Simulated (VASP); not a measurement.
Input of a VASP 6.6.1 run:

Contents of INCAR:

```
SYSTEM = Fe
PREC = Accurate
ENCUT = 600
EDIFF = 1E-6
ISMEAR = -1
SIGMA = 0.1
LREAL = .False.
LASPH = .True.
NELM = 200
ALGO = Normal
ISIF = 2
LWAVE = .False.
LCHARG = .True.
ISPIN = 2
MAGMOM = 3
LORBIT = 11
LMAXMIX = 4
GGA = PE
LELF = .True.
LVHAR = .True.
NBANDS = 14
GGA_COMPAT = .False.
```

Contents of KPOINTS:

```
Automatic mesh
0
Gamma
  8 8 8
  0 0 0
```

Contents of POSCAR:

```
Fe
1.0
   -1.5025000000      1.5025000000      1.5025000000
    1.5025000000     -1.5025000000      1.5025000000
    1.5025000000      1.5025000000     -1.5025000000
Fe
1
Direct
    0.0000000000      0.0000000000      0.0000000000
```

Potentials or basis: VASP PAW PBE potentials, release 64 (Fe).

Run with:

```console
$ cat potpaw_PBE.64/Fe/POTCAR > POTCAR
$ mpirun -np 1 vasp_std > vasp.out
```

What does it give for the site moments?

Fe +2.68 μB.

What does it give for the pressure?

-17.9 GPa.

Predict the net moment.

2.64 μB per cell.

Caveat: the k points lie up to 0.37 Å⁻¹ apart.
